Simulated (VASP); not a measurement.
TlOs (L11 type), 2 atoms in the cell. The structure is trigonal, space group R-3m (No. 166). Conventional cell: a = 3.075 Å, b = 3.075 Å, c = 13.175 Å, α = 90.00°, β = 90.00°, γ = 120.00°. Within 3.7 Å of Os (site symmetry -3m) lie 6 Tl at 2.82 Å and 6 Os at 3.07 Å. Within 3.7 Å of Tl (site symmetry -3m) lie 6 Os at 2.82 Å and 6 Tl at 3.07 Å. 

- Program: VASP 6.6.1
- Task: electric field gradients
- Functional: PBE
- Potentials or basis: VASP PAW PBE potentials, release 64 (Os, Tl_d)
- Cutoff: 520 eV
- k mesh: 12 × 12 × 12
- Occupations: fermi-dirac, width 0.05 eV
- Spin: no spin polarisation
- Dipole correction: no
- Further INCAR settings: ALGO = Normal; EDIFF = 1e-08; NBANDS = 18

Potentials or basis: VASP PAW PBE potentials, release 64 (Os, Tl_d).

The run is started by

```sh
$ cat potpaw_PBE.64/Os/POTCAR potpaw_PBE.64/Tl_d/POTCAR > POTCAR
$ mpirun -np 1 vasp_std > vasp.out
```

Hardware: 1 thread of Intel(R) Xeon(R) Platinum 8375C CPU @ 2.90GHz (Ice Lake), on a shared host.

Estimate the wall time of this run.

It took 2.7 min on 1 thread of Intel(R) Xeon(R) Platinum 8375C CPU @ 2.90GHz (Ice Lake), on a shared host, peak memory 0.3 GiB. Counts: scf iterations 13, k points 189.
